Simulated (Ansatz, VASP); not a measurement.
One calculation of ZrSi7, two programs

```
Zr Si
1.0
     5.59931    0.00000    0.00000
     0.00000    5.59931    0.00000
     0.00000    0.00000    5.59931
Zr Si
1 7
Direct
  0.00000 0.00000 0.00000
  0.26631 0.26631 0.26631
  0.00000 0.50000 0.50000
  0.50000 0.50000 0.00000
  0.50000 0.00000 0.50000
  0.73369 0.26631 0.73369
  0.73369 0.73369 0.26631
  0.26631 0.73369 0.73369
```

Alike in both runs: functional PBEsol; k mesh 6 × 6 × 6; occupations fermi-dirac, width 0.15 eV; no spin polarisation.

Ansatz relaxed the structure, and its values are those at the end. VASP's run is a single point on that final structure, the one shown.

|  | VASP | Ansatz |
| --- | --- | --- |
| version | VASP 6.6.1 | Ansatz 0.2.0 |
| potentials or method | VASP PAW PBE potentials, release 64 (Zr_sv, Si), cutoff 520 eV | scalar-relativistic, plane waves, PAW |
| valence electrons in the cell | 40 | 40 |

|  | VASP | Ansatz | Ansatz less VASP |
| --- | --- | --- | --- |
| gap on the k mesh at the Fermi level (eV) | none | none | - |
| pressure (GPa) | 0.1 | 0.0 | -0.09 |

VASP's potentials were made for PBE, not for PBEsol. A gap of «none» marks a metal or a gap that the smearing closes.
